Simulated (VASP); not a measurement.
A run of VASP 6.6.1 is set up as follows.

File INCAR:

```
SYSTEM = TePb4Se3
ALGO = Normal
EDIFF = 1E-6
ENCUT = 500
GGA = PE
GGA_COMPAT = .FALSE.
ISIF = 2
ISMEAR = 0
LASPH = .TRUE.
LCHARG = .TRUE.
LELF = .TRUE.
LREAL = .FALSE.
LVHAR = .TRUE.
LWAVE = .FALSE.
NBANDS = 50
NELM = 120
PREC = Accurate
SIGMA = 0.2
```

KPOINTS

```
k-points
0
G
  4 4 4
  0 0 0
```

POSCAR

```
TePb4Se3
1.0
    6.3500676338      0.0302749251      0.0325668060
    0.0310356009      6.3451142844      0.0305380882
    0.0327301089      0.0299367747      6.3495069830
Te Pb Se
1 4 3
Direct
    0.5129698880      0.5117957099      0.5128563804
   -0.0151687133     -0.0136760112     -0.0150648609
    0.4835864276      0.0058164337      0.4837034237
    0.0064080905      0.4845927594      0.4834993347
    0.4834205891      0.4844373939      0.0063847531
    0.0100428926      0.5081953555      0.0100022882
    0.5088216875      0.0093786151      0.0098457945
    0.0099191380      0.0094597437      0.5087728862
```

Potentials or basis: VASP PAW PBE potentials, release 64 (Te, Pb_d, Se).

Run with:

```bash
$ cat potpaw_PBE.64/Te/POTCAR potpaw_PBE.64/Pb_d/POTCAR potpaw_PBE.64/Se/POTCAR > POTCAR
$ mpirun -np 1 vasp_std > vasp.out
```

What does it give for the largest force?

0.007 eV/Å.

Estimate the pressure.

0.0 GPa.

Estimate the band gap on the k mesh.

0.57 eV, direct.

Forces in eV/Å, atoms in the order of the input:
```
Te   0.000  0.001  0.000
Pb   0.004  0.003  0.004
Pb   0.004  0.000  0.004
Pb   0.000  0.003  0.004
Pb   0.004  0.003 -0.001
Se  -0.003 -0.004 -0.003
Se  -0.004 -0.003 -0.004
Se  -0.004 -0.003 -0.005
```

Caveat: spin-orbit coupling is left out, which moves the levels of the heavy elements. A k mesh can miss the band edges.
